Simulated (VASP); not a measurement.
# Ag (Fm-3m) in VASP: further runs

The runs below take Ag through single point, with PBE, r2SCAN.

Program: VASP 6.6.1. These are calculated values, not measurements. Logs are shortened: lines on timing, memory, paths and dates and some standing lists are left out, and cuts for length are marked.

## 1. The cell of the first run

The structure is cubic, space group Fm-3m (No. 225). The conventional cell has a = 4.147 Å, b = 4.147 Å, c = 4.147 Å, α = 90.00°, β = 90.00°, γ = 90.00°. Within 3.9 Å of Ag (site symmetry m-3m) lie 12 Ag at 2.93 Å.

## 2. Single point, PBE

Contents of INCAR:

```
SYSTEM = Ag
  PREC = Accurate
  ENCUT = 520
  EDIFF = 1E-6
  ISMEAR = 0
  SIGMA = 0.1
  LREAL = .False.
  LASPH = .True.
  NELM = 80
  ALGO = Fast
  ISIF = 2
  LWAVE = .False.
  LCHARG = .False.
  GGA = PE
  NBANDS = 12
```

Contents of KPOINTS:

```
regular mesh
0
Gamma
  18 18 18
  0 0 0
```

Contents of POSCAR:

```
Ag
1.0
    0.0000000000      2.0735956988      2.0735956988
    2.0735956988      0.0000000000      2.0735956988
    2.0735956988      2.0735956988      0.0000000000
Ag
1
Direct
    0.0000000000      0.0000000000      0.0000000000
```

Potentials or basis: VASP PAW PBE potentials, release 64 (Ag).

The run is started by

```bash
cat potpaw_PBE.64/Ag/POTCAR > POTCAR
mpirun -np 1 vasp_std > vasp.out
```

OUTCAR:

```text
SYSTEM = Ag
   PREC = Accurate
   ENCUT = 520
   EDIFF = 1E-6
   ISMEAR = 0
   LREAL = .False.
   LASPH = .True.
   NELM = 80
   ISIF = 2
   GGA = PE

 ion  position               nearest neighbor table
   1  0.000  0.000  0.000-

  LATTYP: Found a face centered cubic cell.
 ALAT       =     4.1471913976

  Lattice vectors:

 A1 = (   0.0000000000,   2.0735956988,   2.0735956988)
 A2 = (   2.0735956988,   0.0000000000,   2.0735956988)
 A3 = (   2.0735956988,   2.0735956988,   0.0000000000)

Analysis of symmetry for initial positions (statically):
=====================================================================
 Subroutine PRICEL returns:
 Original cell was already a primitive cell.

 Routine SETGRP: Setting up the symmetry group for a
 face centered cubic supercell.

 Subroutine GETGRP returns: Found 48 space group operations
 (whereof 48 operations were pure point group operations)
 out of a pool of 48 trial point group operations.

The static configuration has the point symmetry O_h .

Analysis of symmetry for dynamics (positions and initial velocities):
=====================================================================
 Subroutine PRICEL returns:
 Original cell was already a primitive cell.

 Routine SETGRP: Setting up the symmetry group for a
 face centered cubic supercell.

 Subroutine GETGRP returns: Found 48 space group operations
 (whereof 48 operations were pure point group operations)
 out of a pool of 48 trial point group operations.

The dynamic configuration has the point symmetry O_h .

 Subroutine INISYM returns: Found 48 space group operations
 (whereof 48 operations are pure point group operations),
 and found     1 'primitive' translations

----------------------------------------------------------------------------------------

                                     Primitive cell

  volume of cell :      17.8321

  direct lattice vectors                    reciprocal lattice vectors
     0.000000000  2.073595699  2.073595699    -0.241127043  0.241127043  0.241127043
     2.073595699  0.000000000  2.073595699     0.241127043 -0.241127043  0.241127043
     2.073595699  2.073595699  0.000000000     0.241127043  0.241127043 -0.241127043

  length of vectors
     2.932507160  2.932507160  2.932507160     0.417644290  0.417644290  0.417644290

  position of ions in fractional coordinates (direct lattice)
     0.000000000  0.000000000  0.000000000

  ion indices of the primitive-cell ions
   primitive index   ion index
                 1           1

----------------------------------------------------------------------------------------
[... 83 lines left out ...]
   EMIN   =  10.00;   EMAX   =-10.00  energy-range for DOS
   EFERMI =   0.00;   METHOD = LEGACY
   ISMEAR =     0;   SIGMA  =   0.10  broadening in eV -4-tet -1-fermi 0-gaus
   EFERMI_NEDOS =   21; number of points for ismear=-14 and -15
   IALGO  =     68    algorithm
   IMIX   =      4    mixing-type and parameters
     AMIX     =   0.40;   BMIX     =  1.00
     AMIX_MAG =   1.60;   BMIX_MAG =  1.00
  volume/ion in A,a.u.               =      17.83       120.34
  Fermi-wavevector in a.u.,A,eV,Ry     =   1.393601  2.633523 26.424181  1.942123
  Thomas-Fermi vector in A             =   2.517231
   LORBIT       =      0    0 simple, 1 ext, 2 COOP (PROOUT), +10 PAW based schemes
   GGA     = PE    functional components
   LHFCALC =     F    Hartree Fock is set to
   AEXX    =    0.0000 exact exchange contribution
   IVDW    =     0    specifies the selected vdW correction
   LEPSILON=     F    determine dielectric tensor
   LRPA    =     F    only Hartree local field effects (RPA)
 non-spin polarized calculation
 RMM-DIIS sequential band-by-band and
 Gauss-broadening in eV      SIGMA  =   0.10
  energy-cutoff  :      520.00
  volume of cell :       17.83
 maximum number of plane-waves:       531
 NGX is ok and might be reduce to    24
   NGX = 11   NGY = 11   NGZ = 11

 number of electron      11.0000000 magnetization

 Free energy of the ion-electron system (eV)
  ---------------------------------------------------
  ext. energy  EPLUGINS =         0.00000000
  ---------------------------------------------------
  free energy    TOTEN  =        -2.72080510 eV

  energy without entropy =       -2.71971961  energy(sigma->0) =       -2.72026236

 E-fermi :   7.7911     XC(G=0): -11.9442

 val. band max:        7.7605711662   @ k =   0.5000   0.1667   0.0556
 cond. band min:       7.9005931285   @ k =   0.5000   0.3333   0.1111
 fundamental gap:      0.1400219623
 Fermi energy:         7.7910871544

 k-point     1 :       0.0000    0.0000    0.0000
  band No.  band energies     occupation
      1       0.3783      2.00000
      2       3.1727      2.00000
      3       3.1727      2.00000
      4       3.1727      2.00000
      5       4.1272      2.00000
      6       4.1272      2.00000
      7      23.7429      0.00000
      8      27.0559      0.00000
      9      27.0559      0.00000
     10      27.0559      0.00000
     11      31.7564      0.00000
     12      32.6190      0.00000
[... 331 lines left out ...]
 k-point    24 :      -0.2222    0.0556    0.0000
  band No.  band energies     occupation
      1       1.7385      2.00000
      2       3.1979      2.00000
      3       3.4001      2.00000
      4       3.4272      2.00000
      5       4.0864      2.00000
      6       4.4291      2.00000
      7      19.0449      0.00000
      8      23.7999      0.00000
      9      26.0129      0.00000
     10      28.4119      0.00000
     11      29.1640      0.00000
     12      30.0693      0.00000

 [... further k-points ...]

------------------------ aborting loop because EDIFF is reached ----------------------------------------

  FORCE on cell =-STRESS in cart. coord.  units (eV):
  Direction    XX          YY          ZZ          XY          YZ          ZX
  --------------------------------------------------------------------------------------
  -------------------------------------------------------------------------------------
  Total       -0.0052412     -0.0052412     -0.0052412     -0.0000000     -0.0000000      0.0000000
  in kB       -0.4709142     -0.4709142     -0.4709142     -0.0000000     -0.0000000      0.0000000
  external PRESSURE =      -0.4709142 kB  Pullay stress =       0.0000000 kB

 VOLUME and BASIS-vectors are now :
 -----------------------------------------------------------------------------
  energy-cutoff  :      520.00
  volume of cell :       17.83
      direct lattice vectors                 reciprocal lattice vectors
     0.000000000  2.073595699  2.073595699    -0.241127043  0.241127043  0.241127043
     2.073595699  0.000000000  2.073595699     0.241127043 -0.241127043  0.241127043
     2.073595699  2.073595699  0.000000000     0.241127043  0.241127043 -0.241127043

 POSITION                                       TOTAL-FORCE (eV/Angst)
 -----------------------------------------------------------------------------------
      0.00000      0.00000      0.00000        -0.000000      0.000000      0.000000
 -----------------------------------------------------------------------------------
    total drift:                               -0.000000      0.000000      0.000000

  FREE ENERGIE OF THE ION-ELECTRON SYSTEM (eV)
  ---------------------------------------------------
  free  energy   TOTEN  =        -2.7208051023 eV

  energy  without entropy=       -2.7197196088  energy(sigma->0) =       -2.72026236
```

OSZICAR:

```text
N       E                     dE             d eps       ncg     rms          rms(c)
DAV:   1     0.517332885991E+02    0.51733E+02   -0.53892E+03  4704   0.816E+02
DAV:   2    -0.217440734673E+01   -0.53908E+02   -0.50852E+02  5300   0.192E+02
DAV:   3    -0.295912468837E+01   -0.78472E+00   -0.78438E+00  5564   0.246E+01
DAV:   4    -0.296161154008E+01   -0.24869E-02   -0.24867E-02  5364   0.145E+00
DAV:   5    -0.296163235517E+01   -0.20815E-04   -0.20815E-04  5600   0.119E-01    0.465E+00
RMM:   6    -0.272959626954E+01    0.23204E+00   -0.36521E-01  4726   0.545E+00    0.302E+00
RMM:   7    -0.272323791235E+01    0.63584E-02   -0.85185E-03  5232   0.104E+00    0.178E+00
RMM:   8    -0.272082266895E+01    0.24152E-02   -0.65786E-04  5234   0.245E-01    0.188E-01
RMM:   9    -0.272080188746E+01    0.20781E-04   -0.10503E-04  5638   0.899E-02    0.702E-02
RMM:  10    -0.272080379610E+01   -0.19086E-05   -0.17605E-05  5473   0.341E-02    0.198E-02
RMM:  11    -0.272080493599E+01   -0.11399E-05   -0.46662E-06  4665   0.140E-02    0.599E-03
RMM:  12    -0.272080510231E+01   -0.16632E-06   -0.31537E-07  3728   0.441E-03
   1 F= -.27208051E+01 E0= -.27202624E+01  d E =-.108549E-02
```

Wall time 12 s (1 thread of Intel Xeon 6975P-C (Granite Rapids), shared host); peak memory 0.16 GiB.

Results:

| Property | Result |
| --- | --- |
| Free energy | -2.7208 eV |
| Pressure | 0.0 GPa |

(Part 1 of 2 ends here.)
